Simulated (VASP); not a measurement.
# Ir (Fm-3m) in VASP: single point with PBE

Aim: the single point of Ir with PBE.

Everything below comes from runs of VASP 6.6.1. Logs are shortened: lines on timing, memory, paths and dates and some standing lists are left out, and cuts for length are marked.

## 1. The cell of the first run

Symmetry: Fm-3m, No. 225, cubic system. Conventional cell: a = 3.876 Å, b = 3.876 Å, c = 3.876 Å, α = 90.00°, β = 90.00°, γ = 90.00°. Within 3.6 Å of Ir (site symmetry m-3m) lie 12 Ir at 2.74 Å.

## 2. Single point, PBE

The input, INCAR:

```
SYSTEM = Ir
PREC = Accurate ; ENCUT = 520
EDIFF = 1E-6 ; ISMEAR = -1
SIGMA = 0.13605693000000002 ; LREAL = .FALSE.
LASPH = .TRUE. ; NELM = 100
ALGO = Normal ; ISIF = 2
LWAVE = .FALSE. ; LCHARG = .TRUE.
GGA = PE ; LELF = .TRUE.
LVHAR = .TRUE. ; NBANDS = 10
```

The input, KPOINTS:

```
regular mesh
0
G
  15 15 15
  0 0 0
```

The input, POSCAR:

```
Ir
1.0
    0.0000000000      1.9381042167      1.9381042167
    1.9381042167      0.0000000000      1.9381042167
    1.9381042167      1.9381042167      0.0000000000
Ir
1
Direct
    0.0000000000      0.0000000000      0.0000000000
```

Potentials or basis: VASP PAW PBE potentials, release 64 (Ir).

On the command line:

```sh
$ cat potpaw_PBE.64/Ir/POTCAR > POTCAR
$ mpirun -np 1 vasp_std > vasp.out
```

OUTCAR:

```text
SYSTEM = Ir
   PREC = Accurate
   ENCUT = 520
   EDIFF = 1E-6
   ISMEAR = -1
   LREAL = .FALSE.
   LASPH = .TRUE.
   NELM = 100
   ISIF = 2
   GGA = PE

 ion  position               nearest neighbor table
   1  0.000  0.000  0.000-

  LATTYP: Found a face centered cubic cell.
 ALAT       =     3.8762084334

  Lattice vectors:

 A1 = (   0.0000000000,   1.9381042167,   1.9381042167)
 A2 = (   1.9381042167,   0.0000000000,   1.9381042167)
 A3 = (   1.9381042167,   1.9381042167,   0.0000000000)

Analysis of symmetry for initial positions (statically):
=====================================================================
 Subroutine PRICEL returns:
 Original cell was already a primitive cell.

 Routine SETGRP: Setting up the symmetry group for a
 face centered cubic supercell.

 Subroutine GETGRP returns: Found 48 space group operations
 (whereof 48 operations were pure point group operations)
 out of a pool of 48 trial point group operations.

The static configuration has the point symmetry O_h .

Analysis of symmetry for dynamics (positions and initial velocities):
=====================================================================
 Subroutine PRICEL returns:
 Original cell was already a primitive cell.

 Routine SETGRP: Setting up the symmetry group for a
 face centered cubic supercell.

 Subroutine GETGRP returns: Found 48 space group operations
 (whereof 48 operations were pure point group operations)
 out of a pool of 48 trial point group operations.

The dynamic configuration has the point symmetry O_h .

 Subroutine INISYM returns: Found 48 space group operations
 (whereof 48 operations are pure point group operations),
 and found     1 'primitive' translations

----------------------------------------------------------------------------------------

                                     Primitive cell

  volume of cell :      14.5600

  direct lattice vectors                    reciprocal lattice vectors
     0.000000000  1.938104217  1.938104217    -0.257984063  0.257984063  0.257984063
     1.938104217  0.000000000  1.938104217     0.257984063 -0.257984063  0.257984063
     1.938104217  1.938104217  0.000000000     0.257984063  0.257984063 -0.257984063

  length of vectors
     2.740893269  2.740893269  2.740893269     0.446841504  0.446841504  0.446841504

  position of ions in fractional coordinates (direct lattice)
     0.000000000  0.000000000  0.000000000

  ion indices of the primitive-cell ions
   primitive index   ion index
                 1           1

----------------------------------------------------------------------------------------

 KPOINTS: regular mesh

Automatic generation of k-mesh.
 Grid dimensions read from file:
 generate k-points for:   15   15   15

 Generating k-lattice:

  Cartesian coordinates                     Fractional coordinates (reciprocal lattice)
    -0.017198938  0.017198938  0.017198938     0.066666667  0.000000000  0.000000000
     0.017198938 -0.017198938  0.017198938     0.000000000  0.066666667  0.000000000
     0.017198938  0.017198938 -0.017198938     0.000000000  0.000000000  0.066666667

  Length of vectors
     0.029789434  0.029789434  0.029789434

  Shift w.r.t. Gamma in fractional coordinates (k-lattice)
     0.000000000  0.000000000  0.000000000

 Subroutine IBZKPT returns following result:
 ===========================================

 Found    120 irreducible k-points:

 Following reciprocal coordinates:
            Coordinates               Weight
  0.000000  0.000000  0.000000      1.000000
  0.066667  0.000000  0.000000      8.000000
  0.133333  0.000000  0.000000      8.000000
  0.200000  0.000000  0.000000      8.000000
  0.266667  0.000000  0.000000      8.000000
  0.333333  0.000000  0.000000      8.000000
[... 16 lines left out ...]
  0.133333  0.133333  0.000000      6.000000
  0.200000  0.133333  0.000000     24.000000
 [... further k-points ...]
   k-points           NKPTS =    120   k-points in BZ     NKDIM =    120   number of bands    NBANDS=     10
   number of dos      NEDOS =    301   number of ions     NIONS =      1
   total plane-waves  NPLWV =   8000
   dimension x,y,z NGX =    20 NGY =   20 NGZ =   20
   dimension x,y,z NGXF=    40 NGYF=   40 NGZF=   40
   ions per type =               1
   NGX,Y,Z   is equivalent  to a cutoff of  12.13, 12.13, 12.13 a.u.
   NGXF,Y,Z  is equivalent  to a cutoff of  24.26, 24.26, 24.26 a.u.
 SYSTEM =  Ir
   PREC   = accura    normal or accurate (medium, high low for compatibility)
   ISTART =      0    job   : 0-new  1-cont  2-samecut
   ICHARG =      2    charge: 1-file 2-atom 10-const
   ISPIN  =      1    spin polarized calculation?
   LNONCOLLINEAR =      F non collinear calculations
   LSORBIT =      F    spin-orbit coupling
   LASPH  =      T    aspherical Exc in radial PAW
   ENCUT  =  520.0 eV  38.22 Ry    6.18 a.u.   5.10  5.10  5.10*2*pi/ulx,y,z
   NELM   =    100;   NELMIN=  2; NELMDL= -5     # of ELM steps
   EDIFF  = 0.1E-05   stopping-criterion for ELM
   LREAL  =      F    real-space projection
   EDIFFG = 0.1E-04   stopping-criterion for IOM
   NSW    =      0    number of steps for IOM
   IBRION =     -1    ionic relax: 0-MD 1-quasi-New 2-CG
   NFREE  =      0    steps in history (QN), initial steepest desc. (CG)
   ISIF   =      2    stress and relaxation
   ISYM   =      2    0-nonsym 1-usesym 2-fastsym
   POTIM  = 0.5000    time-step for ionic-motion
   TEBEG  =    0.0;   TEEND  =   0.0 temperature during run
   PSTRESS=    0.0 pullay stress
   NELECT =       9.0000    total number of electrons
   NUPDOWN=      -1.0000    fix difference up-down
   EMIN   =  10.00;   EMAX   =-10.00  energy-range for DOS
   EFERMI =   0.00;   METHOD = LEGACY
   ISMEAR =    -1;   SIGMA  =   0.14  broadening in eV -4-tet -1-fermi 0-gaus
   EFERMI_NEDOS =   21; number of points for ismear=-14 and -15
   IALGO  =     38    algorithm
   IMIX   =      4    mixing-type and parameters
     AMIX     =   0.40;   BMIX     =  1.00
     AMIX_MAG =   1.60;   BMIX_MAG =  1.00
  volume/ion in A,a.u.               =      14.56        98.26
  Fermi-wavevector in a.u.,A,eV,Ry     =   1.394554  2.635324 26.460335  1.944780
  Thomas-Fermi vector in A             =   2.518091
   LORBIT       =      0    0 simple, 1 ext, 2 COOP (PROOUT), +10 PAW based schemes
   GGA     = PE    functional components
   LHFCALC =     F    Hartree Fock is set to
   AEXX    =    0.0000 exact exchange contribution
   IVDW    =     0    specifies the selected vdW correction
   LEPSILON=     F    determine dielectric tensor
   LRPA    =     F    only Hartree local field effects (RPA)
 non-spin polarized calculation
  energy-cutoff  :      520.00
  volume of cell :       14.56
 maximum number of plane-waves:       403
   NGX = 11   NGY = 11   NGZ = 11

 number of electron       9.0000000 magnetization

 Free energy of the ion-electron system (eV)
  ---------------------------------------------------
  ext. energy  EPLUGINS =         0.00000000
  ---------------------------------------------------
  free energy    TOTEN  =        -8.88320888 eV

  energy without entropy =       -8.82738020  energy(sigma->0) =       -8.85529454

 E-fermi :   9.8955     XC(G=0): -13.8174

 val. band max:        9.8748048481   @ k =  -0.2667   0.0667   0.0000
 cond. band min:       9.9254234835   @ k =  -0.3333   0.3333   0.0000
 fundamental gap:      0.0506186354
 Fermi energy:         9.8955171012

 k-point     1 :       0.0000    0.0000    0.0000
  band No.  band energies     occupation
      1      -0.8980      2.00000
      2       6.1958      2.00000
      3       6.1958      2.00000
      4       6.1958      2.00000
      5       8.7625      1.99952
      6       8.7625      1.99952
      7      24.2941      0.00000
      8      29.7074      0.00000
      9      29.7074      0.00000
     10      29.7074      0.00000

 k-point     2 :       0.0667    0.0000    0.0000
  band No.  band energies     occupation
      1      -0.7066      2.00000
      2       6.0962      2.00000
      3       6.2777      2.00000
      4       6.2777      2.00000
      5       8.7113      1.99967
      6       8.7113      1.99967
      7      24.6193      0.00000
      8      28.7064      0.00000
      9      30.0180      0.00000
     10      30.0180      0.00000

 k-point     3 :       0.1333    0.0000    0.0000
  band No.  band energies     occupation
      1      -0.1603      2.00000
      2       5.8588      2.00000
      3       6.4763      2.00000
      4       6.4763      2.00000
      5       8.6212      1.99983
      6       8.6212      1.99983
      7      25.4676      0.00000
      8      26.9034      0.00000
      9      30.9073      0.00000
     10      30.9073      0.00000

 k-point     4 :       0.2000    0.0000    0.0000
  band No.  band energies     occupation
      1       0.6371      2.00000
      2       5.6581      2.00000
      3       6.6346      2.00000
      4       6.6346      2.00000
      5       8.6819      1.99973
      6       8.6819      1.99973
      7      24.9934      0.00000
      8      26.4216      0.00000
      9      32.2390      0.00000
     10      32.2390      0.00000
[... 222 lines left out ...]
 k-point    22 :      -0.0667    0.0667    0.0000
  band No.  band energies     occupation
      1      -0.3952      2.00000
      2       5.9176      2.00000
      3       6.3929      2.00000
      4       6.4449      2.00000
      5       8.4897      1.99993
      6       8.7968      1.99938
      7      25.1297      0.00000
      8      27.8332      0.00000
      9      29.8630      0.00000
     10      30.8252      0.00000

 k-point    23 :       0.1333    0.1333    0.0000
  band No.  band energies     occupation
      1       0.0921      2.00000
      2       5.4979      2.00000
      3       6.7617      2.00000
      4       6.7617      2.00000
      5       7.9683      2.00000
      6       9.0521      1.99594
      7      25.9576      0.00000
      8      28.0327      0.00000
      9      29.8277      0.00000
     10      29.8277      0.00000

 k-point    24 :       0.2000    0.1333    0.0000
  band No.  band energies     occupation
      1       0.7070      2.00000
      2       5.1939      2.00000
      3       6.9467      2.00000
      4       7.0395      2.00000
      5       7.8006      2.00000
      6       9.2094      1.98717
      7      26.8678      0.00000
      8      26.8773      0.00000
      9      29.8482      0.00000
     10      30.3905      0.00000

 [... further k-points ...]
[... 5 lines left out ...]
  --------------------------------------------------------------------------------------
  -------------------------------------------------------------------------------------
  Total       -0.0570827     -0.0570827     -0.0570827     -0.0000000     -0.0000000     -0.0000000
  in kB       -6.2813570     -6.2813570     -6.2813570     -0.0000000     -0.0000000     -0.0000000
  external PRESSURE =      -6.2813570 kB  Pullay stress =       0.0000000 kB

 VOLUME and BASIS-vectors are now :
 -----------------------------------------------------------------------------
  energy-cutoff  :      520.00
  volume of cell :       14.56
      direct lattice vectors                 reciprocal lattice vectors
     0.000000000  1.938104217  1.938104217    -0.257984063  0.257984063  0.257984063
     1.938104217  0.000000000  1.938104217     0.257984063 -0.257984063  0.257984063
     1.938104217  1.938104217  0.000000000     0.257984063  0.257984063 -0.257984063

 POSITION                                       TOTAL-FORCE (eV/Angst)
 -----------------------------------------------------------------------------------
      0.00000      0.00000      0.00000        -0.000000      0.000000     -0.000000
 -----------------------------------------------------------------------------------
    total drift:                                0.000000      0.000000     -0.000000

  FREE ENERGIE OF THE ION-ELECTRON SYSTEM (eV)
  ---------------------------------------------------
  free  energy   TOTEN  =        -8.8832088784 eV

  energy  without entropy=       -8.8273802002  energy(sigma->0) =       -8.85529454
```

It took 8.9 s on 1 thread of Intel Xeon Platinum 8488C (Sapphire Rapids), shared host; peak memory 0.13 GiB.

What came out:

```
Free energy : -8.8832 eV
Pressure    : -0.6 GPa
```

Caveat: spin-orbit coupling is left out, which moves the levels of the heavy elements.
